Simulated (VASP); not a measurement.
# GaN: single point with PBE

The system is GaN.

```xyz
4
Lattice="3.1800 0.0000 0.0000 -1.5900 2.7540 0.0000 0.0000 0.0000 5.1660" Properties=species:S:1:pos:R:3 pbc="T T T"
Ga    0.0000    1.8360   -0.0053
Ga    1.5900    0.9180    2.5777
N     0.0000    1.8360    1.9426
N     1.5900    0.9180    4.5256
```

```yaml
Program: VASP 6.6.1
Task: single point
Functional: PBE
Potentials_or_basis: VASP PAW PBE potentials, release 64 (Ga_d, N)
Cutoff: 520 eV
k_mesh: 10 × 10 × 6
Occupations: fermi-dirac, width 0.02 eV
Spin: no spin polarisation
Dipole_correction: no
Further_INCAR_settings: ALGO = Normal; EDIFF = 1e-07; NBANDS = 26
```

The pressure is 7.3 GPa and the band gap on the k mesh is 1.99 eV.

Forces on the atoms (eV/Å):
```
Ga   0.000  0.000 -0.003
Ga   0.000  0.000 -0.003
N    0.000  0.000  0.003
N    0.000  0.000  0.003
```

Stress tensor (GPa, compression positive):
```
7.01 0.00 0.00
0.00 7.01 0.00
0.00 0.00 7.90
```

Levels at points of the mesh, in eV from the valence-band top:
```tsv
k point	band 16	band 17	band 18	band 19	band 20	band 21
(0.00, 0.00, 0.00)	-0.03	0.00	0.00	1.99	4.29	9.27
(0.50, 0.00, 0.00)	-2.78	-2.22	-1.01	5.08	5.63	6.10
(0.00, 0.00, 0.50)	-0.54	-0.54	-0.54	4.31	4.31	8.54
(0.50, 0.00, 0.50)	-1.97	-1.89	-1.89	4.45	4.45	7.83
```

Wall time 110 s on 1 thread of AMD EPYC 7R13, on a shared host, peak memory 0.16 GiB.

Caveat: the cell stands under pressure.
